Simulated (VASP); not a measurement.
Input of a VASP 6.6.1 run:

The input INCAR:

```
ALGO     = Fast           # electronic algorithm
EDIFF    = 1E-6           # SCF threshold, eV
ENCUT    = 520            # plane-wave cutoff, eV
GGA      = PS             # functional
ISIF     = 2              # what is computed and relaxed
ISMEAR   = 0              # smearing method
IVDW     = 12             # dispersion correction
LASPH    = True           # aspherical terms in the spheres
LCHARG   = False          # write CHGCAR
LREAL    = False          # projectors in reciprocal space
LWAVE    = False          # write WAVECAR
NBANDS   = 19             # bands
NELM     = 80             # most SCF steps
PREC     = Accurate       # precision mode
SIGMA    = 0.15           # smearing width, eV
```

KPOINTS

```
k-points
0
Gamma
  18 18 10
```

POSCAR

```
Hg
1.0
    3.2395185889      0.0000000000      0.0000000000
   -1.6197592944      2.8055053940      0.0000000000
    0.0000000000      0.0000000000      4.7922198486
Hg
2
Direct
    0.6666666667      0.3333333333      0.7500000000
    0.3333333333      0.6666666667      0.2500000000
```

Potentials or basis: VASP PAW PBE potentials, release 64 (Hg).

Launch:

```console
$ cat potpaw_PBE.64/Hg/POTCAR > POTCAR
$ mpirun -np 1 vasp_std > vasp.out
```

Problem. Estimate the band gap on the k mesh.

Solution. Zero (bands 12 and 13 overlap by 1.17 eV).

Problem. Predict the dispersion energy per atom.

Solution. -0.460 eV.

Problem. Estimate the pressure.

Solution. 1.0 GPa.

Stress tensor (GPa, compression positive):
```
1.07 0.00 0.00
0.00 1.07 0.00
0.00 0.00 0.81
```

Caveat: the PAW data sets were made with another functional, which shifts forces and pressure a little; spin-orbit coupling is left out, which moves the levels of the heavy elements.
